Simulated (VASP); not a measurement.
# NaH13O7 in VASP: further runs

The runs below take NaH13O7 through single point, with LDA.

All numbers are computed with VASP 6.6.1; they aren't measurements. Logs are shortened: lines on timing, memory, paths and dates and some standing lists are left out, and cuts for length are marked.

### 1 The cell of the first run

The cell holds a disordered packing, 21 atoms: a = 6.628 Å, b = 6.628 Å, c = 6.628 Å, α = 90.00°, β = 90.00°, γ = 90.00°.

### 2 Single point, LDA

Contents of INCAR:

```
SYSTEM = NaH13O7
PREC = Accurate
ENCUT = 520
EDIFF = 1E-6
ISMEAR = -1
SIGMA = 0.02
LREAL = Auto
LASPH = .True.
NELM = 60
ALGO = Normal
ISIF = 2
LWAVE = .False.
LCHARG = .False.
NBANDS = 47
```

Contents of KPOINTS:

```
regular mesh
0
Gamma
  1 1 1
  0 0 0
```

Contents of POSCAR:

```
NaH13O7
1.0
    6.6282230000      0.0000000000      0.0000000000
    0.0000000000      6.6282230000      0.0000000000
    0.0000000000      0.0000000000      6.6282230000
O H Na
7 13 1
Direct
    0.7864551328      0.2630871049      0.5908069176
    0.4281237973      0.4695979601      0.7409376540
    0.0842156337      0.5261742099      1.0136502649
    0.1588510224      0.6796844343      0.4991081320
    0.5038756240      0.1027575566     -0.0981409346
    0.1444127634     -0.0317128739      0.2162872311
    0.2725768279      0.8204612307      0.8606831725
    0.6623042103      0.3283232927      0.6430381114
    0.7873150918      0.1222197865      0.6305611625
    0.4271884033      0.6027407346      0.8240368497
    0.4538773062      0.3470613466      0.8386108916
    0.1682653103      0.6469154704      0.9614945061
    0.0249538979      0.6214486145      1.1138882925
    0.2902135308      0.6009755556      0.5177254899
    0.1619740314      0.7833321239      0.3783819585
    0.4909309780      0.1069215686      0.0439635178
    0.3817312725     -0.0493495768     -0.1158832465
    0.1746169373     -0.0650702307      0.0782864427
    0.1839105293      0.1064991326      0.2496596750
    0.2160911001      0.7938930238      0.7236328651
    0.0497418388      0.4298738893      0.7010928872
```

Potentials or basis: VASP PAW LDA potentials, release 64 (O, H, Na_pv).

Launch:

```console
$ cat potpaw_LDA.64/O/POTCAR potpaw_LDA.64/H/POTCAR potpaw_LDA.64/Na_pv/POTCAR > POTCAR
$ mpirun -np 1 vasp_gam > vasp.out
```

OUTCAR:

```text
SYSTEM = NaH13O7
   PREC = Accurate
   ENCUT = 520
   EDIFF = 1E-6
   ISMEAR = -1
   LREAL = Auto
   LASPH = .True.
   NELM = 60
   ISIF = 2

 ion  position               nearest neighbor table
   1  0.786  0.263  0.591-   9 0.97   8 0.99  21 2.19
   2  0.428  0.470  0.741-  10 1.04  11 1.05
   3  0.084  0.526  0.014-  13 1.00  12 1.03  21 2.18
   4  0.159  0.680  0.499-  14 1.02  15 1.05  21 2.25
   5  0.504  0.103  0.902-  16 0.95  17 1.30
   6  0.144  0.968  0.216-  18 0.96  19 0.98
   7  0.273  0.820  0.861-  20 1.00  17 1.14
   8  0.662  0.328  0.643-   1 0.99
   9  0.787  0.122  0.631-   1 0.97
  10  0.427  0.603  0.824-   2 1.04
  11  0.454  0.347  0.839-   2 1.05
  12  0.168  0.647  0.961-   3 1.03
  13  0.025  0.621  0.114-   3 1.00
  14  0.290  0.601  0.518-   4 1.02
  15  0.162  0.783  0.378-   4 1.05
  16  0.491  0.107  0.044-   5 0.95
  17  0.382  0.951  0.884-   7 1.14   5 1.30
  18  0.175  0.935  0.078-   6 0.96
  19  0.184  0.106  0.250-   6 0.98
  20  0.216  0.794  0.724-   7 1.00
  21  0.050  0.430  0.701-   3 2.18   1 2.19   4 2.25

  LATTYP: Found a simple cubic cell.
 ALAT       =     6.6282230000

  Lattice vectors:

 A1 = (   6.6282230000,   0.0000000000,   0.0000000000)
 A2 = (   0.0000000000,   6.6282230000,   0.0000000000)
 A3 = (   0.0000000000,   0.0000000000,   6.6282230000)

Analysis of symmetry for initial positions (statically):
=====================================================================
 Subroutine PRICEL returns:
 Original cell was already a primitive cell.

 Routine SETGRP: Setting up the symmetry group for a
 simple cubic supercell.

 Subroutine GETGRP returns: Found  1 space group operations
 (whereof  1 operations were pure point group operations)
 out of a pool of 48 trial point group operations.

The static configuration has the point symmetry C_1 .

Analysis of symmetry for dynamics (positions and initial velocities):
=====================================================================
 Subroutine PRICEL returns:
 Original cell was already a primitive cell.

 Routine SETGRP: Setting up the symmetry group for a
 simple cubic supercell.

 Subroutine GETGRP returns: Found  1 space group operations
 (whereof  1 operations were pure point group operations)
 out of a pool of 48 trial point group operations.

The dynamic configuration has the point symmetry C_1 .

 Subroutine INISYM returns: Found  1 space group operations
 (whereof  1 operations are pure point group operations),
 and found     1 'primitive' translations

----------------------------------------------------------------------------------------

                                     Primitive cell

  volume of cell :     291.2000

  direct lattice vectors                    reciprocal lattice vectors
     6.628223000  0.000000000  0.000000000     0.150869999  0.000000000  0.000000000
     0.000000000  6.628223000  0.000000000     0.000000000  0.150869999  0.000000000
     0.000000000  0.000000000  6.628223000     0.000000000  0.000000000  0.150869999

  length of vectors
     6.628223000  6.628223000  6.628223000     0.150869999  0.150869999  0.150869999

  position of ions in fractional coordinates (direct lattice)
     0.786455133  0.263087105  0.590806918
     0.428123797  0.469597960  0.740937654
     0.084215634  0.526174210  0.013650265
     0.158851022  0.679684434  0.499108132
     0.503875624  0.102757557  0.901859065
     0.144412763  0.968287126  0.216287231
[... 13 lines left out ...]
     0.216091100  0.793893024  0.723632865
     0.049741839  0.429873889  0.701092887

  ion indices of the primitive-cell ions
   primitive index   ion index
                 1           1
                 2           2
                 3           3
                 4           4
                 5           5
                 6           6
[... 13 lines left out ...]
                20          20
                21          21

----------------------------------------------------------------------------------------

 KPOINTS: regular mesh

Automatic generation of k-mesh.
 Grid dimensions read from file:
 generate k-points for:    1    1    1

 Generating k-lattice:

  Cartesian coordinates                     Fractional coordinates (reciprocal lattice)
     0.150869999  0.000000000  0.000000000     1.000000000  0.000000000  0.000000000
     0.000000000  0.150869999  0.000000000     0.000000000  1.000000000  0.000000000
     0.000000000  0.000000000  0.150869999     0.000000000  0.000000000  1.000000000

  Length of vectors
     0.150869999  0.150869999  0.150869999

  Shift w.r.t. Gamma in fractional coordinates (k-lattice)
     0.000000000  0.000000000  0.000000000

 Subroutine IBZKPT returns following result:
 ===========================================

 Found      1 irreducible k-points:

 Following reciprocal coordinates:
            Coordinates               Weight
  0.000000  0.000000  0.000000      1.000000
   k-points           NKPTS =      1   k-points in BZ     NKDIM =      1   number of bands    NBANDS=     47
   number of dos      NEDOS =    301   number of ions     NIONS =     21
   total plane-waves  NPLWV = 125000
   dimension x,y,z NGX =    50 NGY =   50 NGZ =   50
   dimension x,y,z NGXF=   100 NGYF=  100 NGZF=  100
   ions per type =               7  13   1
   NGX,Y,Z   is equivalent  to a cutoff of  12.54, 12.54, 12.54 a.u.
   NGXF,Y,Z  is equivalent  to a cutoff of  25.08, 25.08, 25.08 a.u.
 SYSTEM =  NaH13O7
   PREC   = accura    normal or accurate (medium, high low for compatibility)
   ISTART =      0    job   : 0-new  1-cont  2-samecut
   ICHARG =      2    charge: 1-file 2-atom 10-const
   ISPIN  =      1    spin polarized calculation?
   LNONCOLLINEAR =      F non collinear calculations
   LSORBIT =      F    spin-orbit coupling
   LASPH  =      T    aspherical Exc in radial PAW
   ENCUT  =  520.0 eV  38.22 Ry    6.18 a.u.  12.32 12.32 12.32*2*pi/ulx,y,z
   NELM   =     60;   NELMIN=  2; NELMDL= -5     # of ELM steps
   EDIFF  = 0.1E-05   stopping-criterion for ELM
   LREAL  =      T    real-space projection
   EDIFFG = 0.1E-04   stopping-criterion for IOM
   NSW    =      0    number of steps for IOM
[... 5 lines left out ...]
   TEBEG  =    0.0;   TEEND  =   0.0 temperature during run
   PSTRESS=    0.0 pullay stress
   NELECT =      62.0000    total number of electrons
   NUPDOWN=      -1.0000    fix difference up-down
   EMIN   =  10.00;   EMAX   =-10.00  energy-range for DOS
   EFERMI =   0.00;   METHOD = LEGACY
   ISMEAR =    -1;   SIGMA  =   0.02  broadening in eV -4-tet -1-fermi 0-gaus
   EFERMI_NEDOS =   21; number of points for ismear=-14 and -15
   IALGO  =     38    algorithm
   IMIX   =      4    mixing-type and parameters
     AMIX     =   0.40;   BMIX     =  1.00
     AMIX_MAG =   1.60;   BMIX_MAG =  1.00
  volume/ion in A,a.u.               =      13.87        93.58
  Fermi-wavevector in a.u.,A,eV,Ry     =   0.977556  1.847313 13.001940  0.955616
  Thomas-Fermi vector in A             =   2.108263
   LORBIT       =      0    0 simple, 1 ext, 2 COOP (PROOUT), +10 PAW based schemes
   GGA     = CA    functional components
   LHFCALC =     F    Hartree Fock is set to
   AEXX    =    0.0000 exact exchange contribution
   IVDW    =     0    specifies the selected vdW correction
   LEPSILON=     F    determine dielectric tensor
   LRPA    =     F    only Hartree local field effects (RPA)
 non-spin polarized calculation
  energy-cutoff  :      520.00
  volume of cell :      291.20
 maximum number of plane-waves:      3905
 NGX is ok and might be reduce to    50
   NGX = 25   NGY = 25   NGZ = 25

 number of electron      61.9999991 magnetization

 Free energy of the ion-electron system (eV)
  ---------------------------------------------------
  ext. energy  EPLUGINS =         0.00000000
  ---------------------------------------------------
  free energy    TOTEN  =      -106.84900590 eV

  energy without entropy =     -106.84900590  energy(sigma->0) =     -106.84900590

 E-fermi :  -3.0147     XC(G=0):  -6.1089

 val. band max:       -3.5314939759   @ k =   0.0000   0.0000   0.0000
 cond. band min:      -0.0826509960   @ k =   0.0000   0.0000   0.0000
 fundamental gap:      3.4488429799
 Fermi energy:        -3.0147447475

 k-point     1 :       0.0000    0.0000    0.0000
  band No.  band energies     occupation
      1     -24.9692      2.00000
      2     -24.9389      2.00000
      3     -24.9098      2.00000
      4     -23.3093      2.00000
      5     -22.6026      2.00000
      6     -22.3964      2.00000
[... 35 lines left out ...]
     42       5.6876      0.00000
     43       6.0581      0.00000
 [bands above 43 left out]

------------------------ aborting loop because EDIFF is reached ----------------------------------------

  FORCE on cell =-STRESS in cart. coord.  units (eV):
  Direction    XX          YY          ZZ          XY          YZ          ZX
  --------------------------------------------------------------------------------------
  -------------------------------------------------------------------------------------
  Total       -1.1953704     -5.9939102      0.9319105      2.7715989      1.0905087     -2.0262375
  in kB       -6.5769077    -32.9783922      5.1273560     15.2492904      5.9999603    -11.1483245
  external PRESSURE =     -11.4759813 kB  Pullay stress =       0.0000000 kB

 VOLUME and BASIS-vectors are now :
 -----------------------------------------------------------------------------
  energy-cutoff  :      520.00
  volume of cell :      291.20
      direct lattice vectors                 reciprocal lattice vectors
     6.628223000  0.000000000  0.000000000     0.150869999  0.000000000  0.000000000
     0.000000000  6.628223000  0.000000000     0.000000000  0.150869999  0.000000000
     0.000000000  0.000000000  6.628223000     0.000000000  0.000000000  0.150869999

 POSITION                                       TOTAL-FORCE (eV/Angst)
 -----------------------------------------------------------------------------------
      5.21280      1.74380      3.91600         0.360644      0.443349     -0.291804
      2.83770      3.11260      4.91110         0.350102      0.338506      1.040113
      0.55820      3.48760      0.09048        -0.210290      1.608045      0.960056
      1.05290      4.50510      3.30820         0.933501      0.124120     -0.553869
      3.33980      0.68110      5.97772        -0.698929     -0.043685     -1.365038
      0.95720      6.41802      1.43360        -0.388536     -0.054364      2.109117
[... 13 lines left out ...]
      1.43230      5.26210      4.79640         0.093696      0.515479     -0.308240
      0.32970      2.84930      4.64700        -0.010985     -0.128784      0.059444
 -----------------------------------------------------------------------------------
    total drift:                                0.010287      0.013960     -0.001937

  FREE ENERGIE OF THE ION-ELECTRON SYSTEM (eV)
  ---------------------------------------------------
  free  energy   TOTEN  =      -106.8490058973 eV

  energy  without entropy=     -106.8490058973  energy(sigma->0) =     -106.84900590
```

It took 32 s on 1 thread of Intel Xeon 8259CL, shared host; peak memory 0.26 GiB.

Results:

- Free energy: -106.8490 eV
- Pressure: -1.1 GPa
- Largest force: 2.145 eV/Å

Forces in eV/Å, atoms in the order of the input:
```
O    0.361  0.443 -0.292
O    0.350  0.339  1.040
O   -0.210  1.608  0.960
O    0.934  0.124 -0.554
O   -0.699 -0.044 -1.365
O   -0.389 -0.054  2.109
O   -0.367 -0.610  0.668
H   -0.157 -0.214  0.097
H   -0.524 -0.126  0.321
H   -0.191 -1.143 -0.856
H   -0.240 -0.070 -0.662
H    0.637 -0.482 -0.581
H   -0.567 -1.303  0.082
H   -0.814  0.842 -0.415
H    0.266 -0.627  0.990
H    0.369  0.321  1.754
H    0.822  0.997 -0.919
H    0.471 -0.184 -1.805
H   -0.133 -0.203 -0.324
H    0.094  0.515 -0.308
Na  -0.011 -0.129  0.059
```

Caveat: the k points lie up to 0.95 Å⁻¹ apart; the atoms stand as in a frame of molecular dynamics.

### 3 Single point, LDA

Contents of INCAR:

```
SYSTEM = NaH13O7
PREC = Accurate
ENCUT = 520
EDIFF = 1E-6
ISMEAR = -1
SIGMA = 0.02
LREAL = Auto
LASPH = .TRUE.
NELM = 60
ALGO = Normal
ISIF = 2
LWAVE = .FALSE.
LCHARG = .FALSE.
GGA = CA
NBANDS = 47
```

Contents of KPOINTS:

```
Automatic mesh
0
G
  1 1 1
  0 0 0
```

Contents of POSCAR:

```
NaH13O7
1.0
    6.6282230000      0.0000000000      0.0000000000
    0.0000000000      6.6282230000      0.0000000000
    0.0000000000      0.0000000000      6.6282230000
O H Na
7 13 1
Direct
    0.7643677649      0.2776762339      0.6073271826
    0.4279125793      0.4272940123      0.7124081371
    0.1025463386      0.5108609050      1.0247995579
    0.1647802133      0.7100545652      0.5055653680
    0.5126260839      0.1176484255     -0.1203489985
    0.1449709824     -0.0427263838      0.2208133311
    0.2867887818      0.8261490297      0.8816842765
    0.6351476105      0.3731769435      0.5923005306
    0.6873335432      0.1793693423      0.6930666032
    0.4101702674      0.5529687218      0.7867116118
    0.4770207641      0.2822475949      0.8145471267
    0.1571311044      0.6396435364      1.0159887499
    0.0246219839      0.4790725961      1.1398077584
    0.3072165798      0.6983319662      0.5116756029
    0.1469322924      0.8233881087      0.3872380274
    0.5948954946      0.1352096935      0.0006638280
    0.3782310885     -0.0357712769     -0.1595601114
    0.1995557482     -0.0899637806      0.0913216106
    0.1255691005      0.1007660726      0.2036895862
    0.2036594122      0.8071695838      0.7592381850
    0.0353337539      0.4320464173      0.6971099192
```

Potentials or basis: VASP PAW LDA potentials, release 64 (O, H, Na_pv).

Launch:

```console
$ cat potpaw_LDA.64/O/POTCAR potpaw_LDA.64/H/POTCAR potpaw_LDA.64/Na_pv/POTCAR > POTCAR
$ mpirun -np 1 vasp_gam > vasp.out
```

Wall time 33 s (1 thread of Intel Xeon 8259CL, shared host); peak memory 0.25 GiB.

The run converged. Its results:

- Free energy: -106.8685 eV
- Pressure: 0.4 GPa
- Largest force: 3.867 eV/Å

Forces in eV/Å, atoms in the order of the input:
```
O   -1.428  0.654 -0.498
O   -0.201 -0.262 -0.460
O   -0.753 -3.494 -1.476
O   -1.762  1.225 -0.881
O    0.458  0.285 -0.367
O   -0.489  0.310  0.836
O    0.324  0.956 -0.653
H    1.117 -0.552  0.481
H    0.543 -0.233  0.035
H    0.166  0.269  0.398
H   -0.824  0.645 -0.242
H    1.298  2.951  0.201
H   -0.645  0.392  1.328
H    1.679 -0.700  0.118
H   -0.067 -0.866  1.131
H   -0.302 -0.438  0.006
H    0.122 -0.967  1.660
H    0.568 -0.513 -1.387
H   -0.040  0.378  0.284
H   -0.344 -0.181 -0.403
Na   0.582  0.142 -0.112
```

Stress tensor (GPa, compression positive):
```
 0.26  0.18 -0.42
 0.18  0.77  1.06
-0.42  1.06  0.27
```

Levels at points of the mesh, in eV from the Fermi level:
```tsv
k point	band 29	band 30	band 31	band 32	band 33	band 34
(0.00, 0.00, 0.00)	-1.13	-0.81	-0.52	3.05	5.81	6.34
```

Caveat: the k points lie up to 0.95 Å⁻¹ apart; the atoms stand as in a frame of molecular dynamics.
